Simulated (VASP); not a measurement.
# HfBiO (P4/mmm) in VASP: notebook, part 3 of 3

VASP 6.6.1.

## 5. Relaxation of cell and atoms, PBE

INCAR

```
ALGO = Normal
EDIFF = 1E-6
EDIFFG = -0.04
ENCUT = 600
GGA = PE
IBRION = 2
ISIF = 3
ISMEAR = 0
LASPH = T
LCHARG = F
LREAL = F
LWAVE = F
NELM = 80
NSW = 90
PREC = Accurate
SIGMA = 0.1
```

KPOINTS

```
k-points
0
Gamma
  6 6 4
```

POSCAR

```
HfBiO
1.0
    3.1519976938      0.0000000000      0.0000000000
    0.0000000000      3.1519976938      0.0000000000
    0.0000000000      0.0000000000      5.9909556761
Hf Bi O
1 1 1
Direct
    0.5000000000      0.5000000000      0.0000000000
    0.5000000000      0.5000000000      0.5000000000
    0.0000000000      0.0000000000      0.0000000000
```

Potentials or basis: VASP PAW PBE potentials, release 64 (Hf_pv, Bi_d, O).

Launch:

```sh
> cat potpaw_PBE.64/Hf_pv/POTCAR potpaw_PBE.64/Bi_d/POTCAR potpaw_PBE.64/O/POTCAR > POTCAR
> mpirun -np 1 vasp_std > vasp.out
```

OUTCAR:

```text
EDIFF = 1E-6
   EDIFFG = -0.04
   ENCUT = 600
   GGA = PE
   IBRION = 2
   ISIF = 3
   ISMEAR = 0
   LASPH = T
   LREAL = F
   NELM = 80
   NSW = 90
   PREC = Accurate

 ion  position               nearest neighbor table
   1  0.500  0.500  0.000-   3 2.23   3 2.23   3 2.23   3 2.23   2 3.00   2 3.00
   2  0.500  0.500  0.500-   1 3.00   1 3.00
   3  0.000  0.000  0.000-   1 2.23   1 2.23   1 2.23   1 2.23

  LATTYP: Found a simple tetragonal cell.
 ALAT       =     3.1519976938
 C/A-ratio  =     1.9006852981

  Lattice vectors:

 A1 = (   3.1519976938,   0.0000000000,   0.0000000000)
 A2 = (   0.0000000000,   3.1519976938,   0.0000000000)
 A3 = (   0.0000000000,   0.0000000000,   5.9909556761)

Analysis of symmetry for initial positions (statically):
[... 399 lines left out ...]
 number of electron      30.9999996 magnetization

 Free energy of the ion-electron system (eV)
  ---------------------------------------------------
  ext. energy  EPLUGINS =         0.00000000
  ---------------------------------------------------
  free energy    TOTEN  =       -23.41993799 eV

  energy without entropy =      -23.41529083  energy(sigma->0) =      -23.41761441

 E-fermi :   7.4201     XC(G=0): -10.7281

 val. band max:        7.2776781574   @ k =   0.5000   0.5000   0.5000
 cond. band min:       7.4326225652   @ k =   0.1667   0.1667   0.5000
 fundamental gap:      0.1549444077
 Fermi energy:         7.4201447514

 k-point     1 :       0.0000    0.0000    0.0000
  band No.  band energies     occupation
      1     -24.9087      2.00000
      2     -24.6331      2.00000
      3     -24.6331      2.00000
      4     -16.2678      2.00000
      5     -15.9406      2.00000
      6     -15.7592      2.00000
[... 505 lines left out ...]
      6     -15.8799      2.00000
[... 11 lines left out ...]
     18       9.9183      0.00000
     19      10.1588      0.00000

 [... further k-points ...]
[... 5 lines left out ...]
  --------------------------------------------------------------------------------------
  -------------------------------------------------------------------------------------
  Total        0.0033873      0.0033873      0.0161878      0.0000000      0.0000000      0.0000000
  in kB        0.0903592      0.0903592      0.4318233      0.0000000      0.0000000      0.0000000
  external PRESSURE =       0.2041806 kB  Pullay stress =       0.0000000 kB
[... 18 lines left out ...]
  FREE ENERGIE OF THE ION-ELECTRON SYSTEM (eV)
  ---------------------------------------------------
  free  energy   TOTEN  =       -23.4199379873 eV

  energy  without entropy=      -23.4152908281  energy(sigma->0) =      -23.41761441

 reached required accuracy - stopping structural energy minimisation
```

Wall time 77 s (1 thread of Intel Xeon 6975P-C (Granite Rapids), shared host); peak memory 0.23 GiB.

What came out:

- Free energy: -23.4199 eV
- Relaxed volume: 20.02 Å³/atom
- Relaxed cell: a = 3.095 Å, b = 3.095 Å, c = 6.270 Å, α = 90.00°, β = 90.00°, γ = 90.00°
- Space group after relaxing (to 0.05 Å): P4/mmm (No. 123)
- Energy gained by relaxing: 28.0 meV/atom
- Ionic steps: 7
- Pressure after relaxing: 0.0 GPa

Step by step:
```
step  energy change (eV)  largest force (eV/Å)  pressure (GPa)  volume (Å³)
   1              0.0000                0.0000           -2.02        59.52
   2             -0.0368                0.0000            5.91        57.32
   3             -0.0595                0.0000            2.67        58.13
   4             -0.0834                0.0000            0.26        60.08
   5             -0.0836                0.0000            0.44        59.91
   6             -0.0834                0.0000           -0.47        60.24
   7             -0.0840                0.0000            0.02        60.06
```

Final structure:
```cif
data_structure
_symmetry_space_group_name_H-M 'P 1'
_symmetry_Int_Tables_number 1
_cell_length_a 3.0950
_cell_length_b 3.0950
_cell_length_c 6.2699
_cell_angle_alpha 90.000
_cell_angle_beta 90.000
_cell_angle_gamma 90.000
_cell_volume 60.06
loop_
_atom_site_label
_atom_site_type_symbol
_atom_site_fract_x
_atom_site_fract_y
_atom_site_fract_z
_atom_site_occupancy
Hf1 Hf 0.50000 0.50000 0.00000 1
Bi1 Bi 0.50000 0.50000 0.50000 1
O1 O 0.00000 0.00000 0.00000 1
```

Levels at points of the mesh, in eV from the Fermi level:
```tsv
k point	band 13	band 14	band 15	band 16	band 17	band 18
(0.00, 0.00, 0.00)	-5.48	-2.93	-2.71	-0.81	2.11	2.11
(0.50, 0.00, 0.00)	-6.62	-5.48	-2.04	0.68	1.16	2.69
(0.50, 0.50, 0.00)	-5.30	-3.23	-3.23	-1.14	-1.14	0.49
(0.00, 0.00, 0.50)	-5.47	-5.47	-2.71	1.74	1.74	2.10
(0.50, 0.00, 0.50)	-7.07	-4.75	-3.51	1.73	2.22	2.50
(0.50, 0.50, 0.50)	-5.31	-3.70	-3.70	-1.94	-0.14	-0.14
```

Caveat: spin-orbit coupling is left out, which moves the levels of the heavy elements; an odd number of electrons without spin polarisation forces a metal; a magnetic or distorted state may lie lower.

## 6. Single point, PBE

INCAR

```
PREC = Accurate
ENCUT = 520
EDIFF = 1E-6
ISMEAR = 0
SIGMA = 0.1
LREAL = False
LASPH = True
NELM = 60
ALGO = Normal
ISIF = 2
LWAVE = False
LCHARG = True
GGA = PE
LELF = True
LVHAR = True
NBANDS = 22
```

KPOINTS

```
regular mesh
0
Gamma
  14 14 8
```

POSCAR

```
HfBiO
1.0
    3.1275156889      0.0000000000      0.0000000000
    0.0000000000      3.1275156889      0.0000000000
    0.0000000000      0.0000000000      6.0967392221
Hf Bi O
1 1 1
Direct
    0.5000000000      0.5000000000      0.0000000000
    0.5000000000      0.5000000000      0.5000000000
    0.0000000000      0.0000000000      0.0000000000
```

Potentials or basis: VASP PAW PBE potentials, release 64 (Hf_pv, Bi_d, O).

Launch:

```sh
> cat potpaw_PBE.64/Hf_pv/POTCAR potpaw_PBE.64/Bi_d/POTCAR potpaw_PBE.64/O/POTCAR > POTCAR
> mpirun -np 1 vasp_std > vasp.out
```

Run time: 60 s. Hardware: 1 thread of Intel Xeon 6975P-C (Granite Rapids), shared host; peak memory 0.37 GiB.

Results (log left out):

```
Free energy : -23.3440 eV
Pressure    : -1.0 GPa
```

Stress tensor (GPa, compression positive):
```
-1.37  0.00  0.00
 0.00 -1.37  0.00
 0.00  0.00 -0.39
```

Levels at points of the mesh, in eV from the Fermi level:
```
           k point  band 13  band 14  band 15  band 16  band 17  band 18
(0.00, 0.00, 0.00)    -5.37    -2.61    -2.51    -0.33     1.93     2.03
(0.50, 0.00, 0.00)    -6.38    -5.02    -1.81     1.04     1.17     2.57
(0.50, 0.50, 0.00)    -5.11    -2.84    -2.84    -1.07    -1.07     0.62
(0.00, 0.00, 0.50)    -5.37    -5.37    -2.61     1.59     1.59     1.89
(0.50, 0.00, 0.50)    -6.86    -4.21    -3.49     1.77     2.32     2.48
(0.50, 0.50, 0.50)    -5.12    -3.47    -3.47    -2.09     0.19     0.19
```

Caveat: spin-orbit coupling is left out, which moves the levels of the heavy elements; an odd number of electrons without spin polarisation forces a metal; a magnetic or distorted state may lie lower.

## 7. Relaxation of cell and atoms, PBE

This run uses another cell than the first one, of 20.16 Å³/atom, 1.016 times its volume.

INCAR

```
SYSTEM = HfBiO
  PREC = Accurate
  ENCUT = 600
  EDIFF = 1E-7
  ISMEAR = 0
  SIGMA = 0.1
  LREAL = .False.
  LASPH = .True.
  NELM = 100
  ALGO = Normal
  ISIF = 3
  LWAVE = .False.
  LCHARG = .False.
  GGA = PE
  IBRION = 2
  NSW = 100
  EDIFFG = -0.01
```

KPOINTS

```
regular mesh
0
Gamma
  14 14 8
  0 0 0
```

POSCAR

```
HfBiO
1.0
    3.1057485715      0.0000000000      0.0000000000
    0.0000000000      3.1057485715      0.0000000000
    0.0000000000      0.0000000000      6.2693807273
Hf Bi O
1 1 1
Direct
    0.5000000000      0.5000000000      0.0000000000
    0.5000000000      0.5000000000      0.5000000000
    0.0000000000      0.0000000000      0.0000000000
```

Launch:

```sh
> cat potpaw_PBE.64/Hf_pv/POTCAR potpaw_PBE.64/Bi_d/POTCAR potpaw_PBE.64/O/POTCAR > POTCAR
> mpirun -np 1 vasp_std > vasp.out
```

Wall time 6.2 min (1 thread of Intel Xeon 6975P-C (Granite Rapids), shared host); peak memory 0.44 GiB.

The run converged. Its results:

* Free energy: -23.3490 eV
* Relaxed volume: 19.71 Å³/atom
* Relaxed cell: a = 3.116 Å, b = 3.116 Å, c = 6.088 Å, α = 90.00°, β = 90.00°, γ = 90.00°
* Space group after relaxing (to 0.05 Å): P4/mmm (No. 123)
* Energy gained by relaxing: 8.3 meV/atom
* Ionic steps: 6
* Pressure after relaxing: 0.0 GPa

The path:
| step | energy change (eV) | largest force (eV/Å) | pressure (GPa) | volume (Å³) |
| --- | --- | --- | --- | --- |
| 1 | 0.0000 | 0.0000 | -1.00 | 60.47 |
| 2 | -0.0245 | 0.0000 | -0.27 | 59.36 |
| 3 | -0.0249 | 0.0000 | -0.16 | 59.22 |
| 4 | -0.0249 | 0.0000 | -0.13 | 59.19 |
| 5 | -0.0248 | 0.0000 | 0.21 | 59.04 |
| 6 | -0.0249 | 0.0000 | 0.01 | 59.13 |

Final structure:
```cif
data_structure
_symmetry_space_group_name_H-M 'P 1'
_symmetry_Int_Tables_number 1
_cell_length_a 3.1164
_cell_length_b 3.1164
_cell_length_c 6.0880
_cell_angle_alpha 90.000
_cell_angle_beta 90.000
_cell_angle_gamma 90.000
_cell_volume 59.13
loop_
_atom_site_label
_atom_site_type_symbol
_atom_site_fract_x
_atom_site_fract_y
_atom_site_fract_z
_atom_site_occupancy
Hf1 Hf 0.50000 0.50000 0.00000 1
Bi1 Bi 0.50000 0.50000 0.50000 1
O1 O 0.00000 0.00000 0.00000 1
```

Levels at points of the mesh, in eV from the Fermi level:
```tsv
k point	band 12	band 13	band 14	band 15	band 16	band 17	band 18	band 19
(0.00, 0.00, 0.00)	-5.40	-5.40	-2.64	-2.55	-0.33	1.99	2.05	2.05
(0.50, 0.00, 0.00)	-7.50	-6.45	-5.08	-1.83	1.05	1.18	2.61	2.73
(0.50, 0.50, 0.00)	-6.19	-5.17	-2.87	-2.87	-1.09	-1.09	0.64	2.08
(0.00, 0.00, 0.50)	-5.44	-5.40	-5.40	-2.65	1.62	1.62	1.96	2.96
(0.50, 0.00, 0.50)	-7.50	-6.93	-4.27	-3.51	1.78	2.36	2.47	2.66
(0.50, 0.50, 0.50)	-6.15	-5.18	-3.50	-3.50	-2.09	0.17	0.17	3.68
```

Caveat: spin-orbit coupling is left out, which moves the levels of the heavy elements; an odd number of electrons without spin polarisation forces a metal; a magnetic or distorted state may lie lower.

## 8. Overview

| task | cell | k mesh | cutoff (eV) | gap on the mesh (eV) | pressure (GPa) | relaxed volume (Å³/atom) |
| --- | --- | --- | --- | --- | --- | --- |
| single point | a = 3.152, b = 3.152, c = 5.991 Å, 3 atoms | 4 × 4 × 4 | 520 | none | -1.0 | - |
| single point | a = 3.106, b = 3.106, c = 6.269 Å, 3 atoms | 6 × 6 × 4 | 520 | none | -0.9 | - |
| relaxation of cell and atoms | relaxed from a = 3.780, b = 3.780, c = 3.850 Å, 3 atoms | 4 × 4 × 4 | 600 | none | 0.2 | 19.09 |
| relaxation of cell and atoms | relaxed from a = 3.152, b = 3.152, c = 5.991 Å, 3 atoms | 6 × 6 × 4 | 600 | none | 0.0 | 20.02 |
| single point | a = 3.128, b = 3.128, c = 6.097 Å, 3 atoms | 14 × 14 × 8 | 520 | none | -1.0 | - |
| relaxation of cell and atoms | relaxed from a = 3.106, b = 3.106, c = 6.269 Å, 3 atoms | 14 × 14 × 8 | 600 | none | 0.0 | 19.71 |

Alike in all rows: level PBE; potentials or basis VASP PAW PBE potentials, release 64 (Hf_pv, Bi_d, O); no spin polarisation; smearing gaussian 0.1 eV.

Caveats: some runs use coarse meshes; spin-orbit coupling is left out, which moves the levels of the heavy elements; an odd number of electrons without spin polarisation forces a metal; a magnetic or distorted state may lie lower.

Absolute energies hang on the potentials; compare differences alone.
